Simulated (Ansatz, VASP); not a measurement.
## La in VASP and in Ansatz

Contents of POSCAR:

```
La
1.0
    1.9609420000      3.3964480000      0.0000000000
   -1.9609420000      3.3964480000      0.0000000000
    0.0000000000      0.0000000000      6.1567430000
La
2
Direct
    0.3333300000      0.3333400000      0.2500000000
    0.6666600000      0.6666700000      0.7500000000
```

The input INCAR.step1:

```
SYSTEM = La
PREC = Accurate ; ENCUT = 520
ISMEAR = -1 ; SIGMA = 0.1
LREAL = .FALSE. ; LASPH = .TRUE.
NELM = 100 ; NBANDS = 18
GGA = PE ; ALGO = Normal
EDIFF = 1E-4 ; LWAVE = .TRUE.
LCHARG = .FALSE.
```

Contents of INCAR.step2:

```
SYSTEM = La
PREC = Accurate ; ENCUT = 520
EDIFF = 1E-6 ; ISMEAR = -1
SIGMA = 0.1 ; LREAL = .FALSE.
LASPH = .TRUE. ; NELM = 100
ALGO = Normal ; ISIF = 2
LWAVE = .FALSE. ; LCHARG = .FALSE.
METAGGA = R2SCAN ; LMIXTAU = .TRUE.
NBANDS = 18 ; ISTART = 1
```

The input KPOINTS:

```
regular mesh
0
G
  10 10 6
  0 0 0
```

Input for Ansatz:

```yaml
crystal:
  lattice:
    - [1.960942, 3.396448, 0.0]
    - [-1.960942, 3.396448, 0.0]
    - [0.0, 0.0, 6.156743]
  atoms:
    - { symbol: La, position: [0.33333, 0.33334, 0.25] }
    - { symbol: La, position: [0.66666, 0.66667, 0.75] }
  symmetry: { tolerance: 0.0003 }
kpoints:
  mp_grid: { grid: [10, 10, 6], shift: [0, 0, 0] }
  band_path:
    path:
      - [0.0, 0.0, 0.0]
      - [0.5, 0.0, 0.0]
      - [0.66666667, 0.33333333, 0.0]
      - [0.0, 0.0, 0.0]
      - [0.0, 0.0, 0.5]
      - [0.5, 0.0, 0.5]
      - [0.66666667, 0.33333333, 0.5]
      - [0.0, 0.0, 0.5]
      - [0.5, 0.0, 0.5]
      - [0.5, 0.0, 0.0]
      - [0.66666667, 0.33333333, 0.5]
    npoints: 6
magnetization:
  spin_polarized: false
scf:
  occupations: { method: fermi_dirac }
  lower_state_search: "off"
  max_iter: 200
hamiltonian:
  pseudopotentials: { kind: paw }
  xc: r2scan
basis:
  ecutwfc: 500
  fft_grid_basis: typed
output:
  forces: true
  stress: true
  eigenvalues: true
  bader: true
  populations: true
  elf: true
  write_potential: true
  volumetric_format: npy
  dos:
    e_range: [-12, 8]
    de: 0.05
    projected: { site_lists: { La: [La] } }
checkpoint:
  read: saved_state
```

Alike in both runs: task single point; functional r2SCAN; k mesh 10 × 10 × 6; no spin polarisation.

|  | VASP | Ansatz |
| --- | --- | --- |
| version | VASP 6.6.1 | Ansatz 0.2.0 |
| potentials or method | VASP PAW PBE potentials, release 64 (La), cutoff 520 eV | PAW plane waves |
| occupations | fermi-dirac, width 0.1 eV | fermi-dirac |
| valence electrons in the cell | 22 | 22 |

```csv
,VASP,Ansatz,Ansatz less VASP
pressure (GPa),-1.6,-1.6,-0.04
```

VASP's potentials were made for PBE, not for r2SCAN. Ansatz's warnings: structure snapped to symmetry.

Neither program's run includes spin-orbit coupling.
